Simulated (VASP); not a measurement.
A run of VASP 6.6.1 is set up as follows.

File INCAR:

```
PREC = Accurate
ENCUT = 520
EDIFF = 1E-6
ISMEAR = 0
SIGMA = 0.1
LREAL = False
LASPH = True
NELM = 60
ALGO = Normal
ISIF = 2
LWAVE = False
LCHARG = False
GGA = PE
NBANDS = 64
```

The input KPOINTS:

```
Automatic mesh
0
Gamma
  4 4 1
```

The input POSCAR:

```
WS2
1.0
    1.5935959178     -2.7593482915     -0.0075459210
   -4.7788311181     -2.7588358707      0.1279286402
    0.3069305238      0.1487983952    -15.1831824183
W S
4 8
Direct
    0.4878660778      0.8432210499      0.7479413940
    0.9878424967      0.3432362959      0.7479442590
    1.0121239342      0.6567518782      0.2520459949
    0.5121365039      0.1567915436      0.2520555914
    0.5102374159      0.8362141176      0.3555842685
    1.0102544820      0.3362148380      0.3555842696
    0.9858136238      0.6897362971      0.8514649347
    0.4858157622      0.1897618591      0.8514784647
    0.5141710706      0.8102485161      0.1485366914
    1.0141321631      0.3102378194      0.1485313097
    0.9898103998      0.6637912665      0.6444200438
    0.4897960698      0.1637945185      0.6444127785
```

Potentials or basis: VASP PAW PBE potentials, release 64 (W_sv, S).

Command:

```console
$ cat potpaw_PBE.64/W_sv/POTCAR potpaw_PBE.64/S/POTCAR > POTCAR
$ mpirun -np 1 vasp_std > vasp.out
```

Task: What does it give for the largest force?

Result: 0.010 eV/Å.

Task: Estimate the band gap on the k mesh.

Result: 1.88 eV.

Forces on the atoms (eV/Å):
```
W    0.001  0.003 -0.002
W    0.006  0.004  0.000
W   -0.005 -0.007 -0.005
W   -0.001 -0.003 -0.002
S    0.002  0.003  0.001
S    0.001  0.003 -0.001
S   -0.002 -0.004 -0.003
S   -0.001 -0.002  0.000
S    0.001  0.003  0.005
S    0.002  0.001  0.004
S   -0.002 -0.001  0.003
S   -0.002 -0.001  0.000
```

Caveat: the k points lie up to 0.49 Å⁻¹ apart; spin-orbit coupling is left out, which moves the levels of the heavy elements. A k mesh can miss the band edges.
